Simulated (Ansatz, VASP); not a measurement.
# One calculation of GdN, two programs

```xyz
4
Lattice="4.0635 0.0000 0.0000 -2.0318 3.5191 0.0000 0.0000 0.0000 5.0647" Properties=species:S:1:pos:R:3 pbc="T T T"
Gd    0.0000    2.3461    2.1767
Gd    2.0318    1.1730    4.7091
N     0.0000    2.3461    4.8379
N     2.0318    1.1730    2.3056
```

Change from the starting cell: species swapped into the TaN type (P6_3mc, No. 186).

Alike in both runs: functional PBE; k mesh 12 × 12 × 6; occupations gaussian, width 0.02 eV; collinear spin.

Ansatz relaxed the structure, and its values are those at the end. VASP's run is a single point on that final structure, the one shown.

|  | VASP | Ansatz |
| --- | --- | --- |
| version | VASP 6.6.1 | Ansatz 0.2.0 |
| potentials or method | VASP PAW PBE potentials, release 64 (Gd, N), cutoff 520 eV | scalar-relativistic, plane waves, PAW |
| valence electrons in the cell | 46 | 46 |

|  | VASP | Ansatz | Ansatz less VASP |
| --- | --- | --- | --- |
| gap on the k mesh at the Fermi level (eV) | 0.65 | 0.63 | -0.018 |
| least direct gap on the mesh (eV) | 0.95 | 0.92 | -0.024 |
| pressure (GPa) | 0.2 | 0.0 | -0.17 |
| rms of the force components (eV/Å) | 0.004 | 0.000 | -0.0035 |
| net moment per atom (μB) | 3.50 | 3.50 | 0.000 |
| size of the moment on the site where the two differ most (μB) | 6.80 | 6.82 | +0.020 |

Site moments also hang on the region over which each program counts them. With one functional, cell and mesh, what is left measures potentials, basis and numerics.

Neither program's run includes spin-orbit coupling.
